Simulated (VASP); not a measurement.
# Hf (P6_3/mmc) in VASP: a series of runs

The runs below take Hf through single point, with PBEsol.

Program: VASP 6.6.1. These are calculated values, not measurements. Logs are shortened: lines on timing, memory, paths and dates and some standing lists are left out, and cuts for length are marked.

### Step 1. The cell of the first run

The structure is hexagonal, space group P6_3/mmc (No. 194). Conventional cell: a = 3.009 Å, b = 3.009 Å, c = 4.792 Å, α = 90.00°, β = 90.00°, γ = 120.00°. Within 3.9 Å of Hf (site symmetry -6m2) lie 12 Hf at 2.96 to 3.01 Å.

### Step 2. Single point, PBEsol

INCAR

```
  PREC = Accurate
  ENCUT = 520
  EDIFF = 1E-6
  ISMEAR = -1
  SIGMA = 0.05
  LREAL = F
  LASPH = T
  NELM = 80
  ALGO = Fast
  ISIF = 2
  LWAVE = F
  LCHARG = F
  GGA = PS
  NBANDS = 17
```

KPOINTS

```
Automatic mesh
0
Gamma
  10 10 5
```

POSCAR

```
Hf
1.0
    3.0085661904      0.0000000000      0.0000000000
   -1.5042830952      2.6054947499      0.0000000000
    0.0000000000      0.0000000000      4.7917885029
Hf
2
Direct
    0.6666666667      0.3333333333      0.7500000000
    0.3333333333      0.6666666667      0.2500000000
```

Potentials or basis: VASP PAW PBE potentials, release 64 (Hf_pv).

Command:

```console
$ cat potpaw_PBE.64/Hf_pv/POTCAR > POTCAR
$ mpirun -np 1 vasp_std > vasp.out
```

OUTCAR:

```text
PREC = Accurate
   ENCUT = 520
   EDIFF = 1E-6
   ISMEAR = -1
   LREAL = F
   LASPH = T
   NELM = 80
   ISIF = 2
   GGA = PS

 ion  position               nearest neighbor table
   1  0.667  0.333  0.750-   2 2.96   2 2.96   2 2.96   2 2.96   2 2.96   2 2.96
   2  0.333  0.667  0.250-   1 2.96   1 2.96   1 2.96   1 2.96   1 2.96   1 2.96

  LATTYP: Found a hexagonal cell.
 ALAT       =     3.0085661904
 C/A-ratio  =     1.5927150010

  Lattice vectors:

 A1 = (   3.0085661904,   0.0000000000,   0.0000000000)
 A2 = (  -1.5042830952,   2.6054947499,   0.0000000000)
 A3 = (   0.0000000000,   0.0000000000,   4.7917885029)

Analysis of symmetry for initial positions (statically):
=====================================================================
 Subroutine PRICEL returns:
 Original cell was already a primitive cell.

 Routine SETGRP: Setting up the symmetry group for a
 hexagonal supercell.

 Subroutine GETGRP returns: Found 24 space group operations
 (whereof 12 operations were pure point group operations)
 out of a pool of 24 trial point group operations.

The static configuration has the point symmetry D_3d.
 The point group associated with its full space group is D_6h.

Analysis of symmetry for dynamics (positions and initial velocities):
=====================================================================
 Subroutine PRICEL returns:
 Original cell was already a primitive cell.

 Routine SETGRP: Setting up the symmetry group for a
 hexagonal supercell.

 Subroutine GETGRP returns: Found 24 space group operations
 (whereof 12 operations were pure point group operations)
 out of a pool of 24 trial point group operations.

The dynamic configuration has the point symmetry D_3d.
 The point group associated with its full space group is D_6h.

 Subroutine INISYM returns: Found 24 space group operations
 (whereof 12 operations are pure point group operations),
 and found     1 'primitive' translations

----------------------------------------------------------------------------------------

                                     Primitive cell

  volume of cell :      37.5619

  direct lattice vectors                    reciprocal lattice vectors
     3.008566190  0.000000000  0.000000000     0.332384244  0.191902133  0.000000000
    -1.504283095  2.605494750  0.000000000     0.000000000  0.383804266  0.000000000
[... 78 lines left out ...]
   ICHARG =      2    charge: 1-file 2-atom 10-const
   ISPIN  =      1    spin polarized calculation?
   LNONCOLLINEAR =      F non collinear calculations
   LSORBIT =      F    spin-orbit coupling
   LASPH  =      T    aspherical Exc in radial PAW
   ENCUT  =  520.0 eV  38.22 Ry    6.18 a.u.   5.59  5.59  8.91*2*pi/ulx,y,z
   NELM   =     80;   NELMIN=  2; NELMDL= -5     # of ELM steps
   EDIFF  = 0.1E-05   stopping-criterion for ELM
   LREAL  =      F    real-space projection
   EDIFFG = 0.1E-04   stopping-criterion for IOM
   NSW    =      0    number of steps for IOM
   IBRION =     -1    ionic relax: 0-MD 1-quasi-New 2-CG
   NFREE  =      0    steps in history (QN), initial steepest desc. (CG)
   ISIF   =      2    stress and relaxation
   ISYM   =      2    0-nonsym 1-usesym 2-fastsym
   POTIM  = 0.5000    time-step for ionic-motion
   TEBEG  =    0.0;   TEEND  =   0.0 temperature during run
   PSTRESS=    0.0 pullay stress
   NELECT =      20.0000    total number of electrons
   NUPDOWN=      -1.0000    fix difference up-down
   EMIN   =  10.00;   EMAX   =-10.00  energy-range for DOS
   EFERMI =   0.00;   METHOD = LEGACY
   ISMEAR =    -1;   SIGMA  =   0.05  broadening in eV -4-tet -1-fermi 0-gaus
   EFERMI_NEDOS =   21; number of points for ismear=-14 and -15
   IALGO  =     68    algorithm
   IMIX   =      4    mixing-type and parameters
     AMIX     =   0.40;   BMIX     =  1.00
     AMIX_MAG =   1.60;   BMIX_MAG =  1.00
  volume/ion in A,a.u.               =      18.78       126.74
  Fermi-wavevector in a.u.,A,eV,Ry     =   1.326892  2.507463 23.955007  1.760643
  Thomas-Fermi vector in A             =   2.456245
   LORBIT       =      0    0 simple, 1 ext, 2 COOP (PROOUT), +10 PAW based schemes
   GGA     = PS    functional components
   LHFCALC =     F    Hartree Fock is set to
   AEXX    =    0.0000 exact exchange contribution
   IVDW    =     0    specifies the selected vdW correction
   LEPSILON=     F    determine dielectric tensor
   LRPA    =     F    only Hartree local field effects (RPA)
 non-spin polarized calculation
 RMM-DIIS sequential band-by-band and
  energy-cutoff  :      520.00
  volume of cell :       37.56
 maximum number of plane-waves:      1033
 NGX is ok and might be reduce to    24
   NGX = 11   NGY = 11   NGZ = 17

 number of electron      19.9999997 magnetization

 Free energy of the ion-electron system (eV)
  ---------------------------------------------------
  ext. energy  EPLUGINS =         0.00000000
  ---------------------------------------------------
  free energy    TOTEN  =       -20.71193416 eV

  energy without entropy =      -20.70384469  energy(sigma->0) =      -20.70788943

 E-fermi :   6.0342     XC(G=0): -12.2185

 val. band max:        5.9359378278   @ k =   0.3000   0.3000   0.4000
 cond. band min:       6.0417035745   @ k =   0.0000   0.0000   0.4000
 fundamental gap:      0.1057657467
 Fermi energy:         6.0342196296

 k-point     1 :       0.0000    0.0000    0.0000
  band No.  band energies     occupation
      1     -24.9893      2.00000
      2     -23.6845      2.00000
      3     -23.6845      2.00000
      4     -23.4728      2.00000
      5     -23.4728      2.00000
      6     -23.4722      2.00000
[... 457 lines left out ...]
      4     -23.9941      2.00000
      5     -23.8209      2.00000
      6     -23.7057      2.00000
[... 9 lines left out ...]
     16      13.2383      0.00000
     17      14.3512      0.00000

 [... further k-points ...]
[... 5 lines left out ...]
  --------------------------------------------------------------------------------------
  -------------------------------------------------------------------------------------
  Total        4.6181410      4.6181410      4.5804589      0.0000000      0.0000000     -0.0000000
  in kB      196.9837284    196.9837284    195.3764247      0.0000000      0.0000000     -0.0000000
  external PRESSURE =     196.4479605 kB  Pullay stress =       0.0000000 kB

 VOLUME and BASIS-vectors are now :
 -----------------------------------------------------------------------------
  energy-cutoff  :      520.00
  volume of cell :       37.56
      direct lattice vectors                 reciprocal lattice vectors
     3.008566190  0.000000000  0.000000000     0.332384244  0.191902133  0.000000000
    -1.504283095  2.605494750  0.000000000     0.000000000  0.383804266  0.000000000
     0.000000000  0.000000000  4.791788503     0.000000000  0.000000000  0.208690346

 POSITION                                       TOTAL-FORCE (eV/Angst)
 -----------------------------------------------------------------------------------
      1.50428      0.86850      3.59384         0.000000      0.000000      0.000000
     -0.00000      1.73700      1.19795        -0.000000     -0.000000      0.000000
 -----------------------------------------------------------------------------------
    total drift:                               -0.000000      0.000000     -0.000000

  FREE ENERGIE OF THE ION-ELECTRON SYSTEM (eV)
  ---------------------------------------------------
  free  energy   TOTEN  =       -20.7119341616 eV

  energy  without entropy=      -20.7038446897  energy(sigma->0) =      -20.70788943
```

OSZICAR:

```text
N       E                     dE             d eps       ncg     rms          rms(c)
DAV:   1     0.527009612948E+02    0.52701E+02   -0.11663E+04  1428   0.116E+03
DAV:   2    -0.195382655413E+02   -0.72239E+02   -0.70528E+02  1915   0.258E+02
DAV:   3    -0.213078006116E+02   -0.17695E+01   -0.17490E+01  1762   0.274E+01
DAV:   4    -0.213199995447E+02   -0.12199E-01   -0.12189E-01  1815   0.264E+00
DAV:   5    -0.213200801616E+02   -0.80617E-04   -0.80611E-04  1772   0.199E-01    0.734E+01
RMM:   6    -0.208816964163E+02    0.43838E+00   -0.31057E-01  1434   0.339E+00    0.440E+01
RMM:   7    -0.207176637750E+02    0.16403E+00   -0.68943E-01  1571   0.507E+00    0.207E+00
RMM:   8    -0.207113479233E+02    0.63159E-02   -0.54387E-02  1540   0.169E+00    0.171E-01
RMM:   9    -0.207118838775E+02   -0.53595E-03   -0.60748E-03  1836   0.534E-01    0.247E-01
RMM:  10    -0.207119415452E+02   -0.57668E-04   -0.83617E-04  1914   0.179E-01    0.169E-01
RMM:  11    -0.207119435131E+02   -0.19680E-05   -0.19031E-04  1681   0.865E-02    0.225E-01
RMM:  12    -0.207119334454E+02    0.10068E-04   -0.38080E-05  1662   0.383E-02    0.102E-02
RMM:  13    -0.207119341616E+02   -0.71620E-06   -0.82492E-06  1649   0.165E-02
   1 F= -.20711934E+02 E0= -.20707889E+02  d E =-.808947E-02
```

stdout:

```text
POSCAR found type information on POSCAR Hf
 POSCAR found :  1 types and       2 ions
 scaLAPACK will be used
 -----------------------------------------------------------------------------
|                                                                             |
|                                                                             |
|     You enforced a specific xc type in the INCAR file but a different       |
|     I HOPE YOU KNOW WHAT YOU ARE DOING!                                     |
|                                                                             |
 -----------------------------------------------------------------------------

 LDA part: xc-table for (Slater+PW92), standard interpolation
 POSCAR, INCAR and KPOINTS ok, starting setup
 FFT: planning ... GRIDC
 FFT: planning ... GRID_SOFT
 FFT: planning ... GRID
 WAVECAR not read
 entering main loop
```

Run time: 32 s. Hardware: 1 thread of AMD EPYC 7R43 (Zen 3), shared host; peak memory 0.13 GiB.

What came out:

| Property | Result |
| --- | --- |
| Free energy | -20.7119 eV |
| Pressure | 19.6 GPa |
| Band gap on the k mesh | zero (band 10 reaches 7.23 eV, above the bottom of band 11 at 5.66 eV) |

Caveat: the PAW data sets were made with another functional, which shifts forces and pressure a little; spin-orbit coupling is left out, which moves the levels of the heavy elements.

### Step 3. Single point, PBEsol

This run uses another cell than the first one, of 19.97 Å³/atom, 1.063 times its volume.

INCAR

```
SYSTEM = Hf
ALGO = Normal ; EDIFF = 1E-6
ENCUT = 520 ; GGA = PS
ISIF = 2 ; ISMEAR = -1
LASPH = .True. ; LCHARG = .False.
LREAL = .False. ; LWAVE = .False.
NBANDS = 17 ; NELM = 60
PREC = Accurate ; SIGMA = 0.05
```

KPOINTS

```
k-points
0
Gamma
  10 10 5
  0 0 0
```

POSCAR

```
Hf
1.0
    3.0754363417      0.0000000000      0.0000000000
   -1.5377181708      2.6634059996      0.0000000000
    0.0000000000      0.0000000000      4.8756964155
Hf
2
Direct
    0.6666666667      0.3333333333      0.7500000000
    0.3333333333      0.6666666667      0.2500000000
```

Potentials or basis: VASP PAW PBE potentials, release 64 (Hf_pv).

Command:

```console
$ cat potpaw_PBE.64/Hf_pv/POTCAR > POTCAR
$ mpirun -np 1 vasp_std > vasp.out
```

Run time: 33 s. Hardware: 1 thread of AMD EPYC 7R43 (Zen 3), shared host; peak memory 0.13 GiB.

The run converged. Its results:

| Property | Result |
| --- | --- |
| Free energy | -20.9263 eV |
| Pressure | 9.6 GPa |
| Band gap on the k mesh | zero (band 10 reaches 6.76 eV, above the bottom of band 11 at 5.20 eV) |

Stress tensor (GPa, compression positive):
```
9.67 0.00 0.00
0.00 9.67 0.00
0.00 0.00 9.56
```

Levels at points of the mesh, in eV from the Fermi level:
| k point | band 7 | band 8 | band 9 | band 10 | band 11 | band 12 | band 13 | band 14 |
| --- | --- | --- | --- | --- | --- | --- | --- | --- |
| (0.00, 0.00, 0.00) | -7.74 | -4.07 | 1.14 | 1.21 | 1.21 | 1.51 | 2.16 | 2.16 |
| (0.50, 0.00, 0.00) | -3.53 | -3.18 | -2.59 | -0.52 | 0.77 | 1.04 | 1.91 | 6.71 |

Caveat: the PAW data sets were made with another functional, which shifts forces and pressure a little; spin-orbit coupling is left out, which moves the levels of the heavy elements.

(Continued in part 2 of 2.)
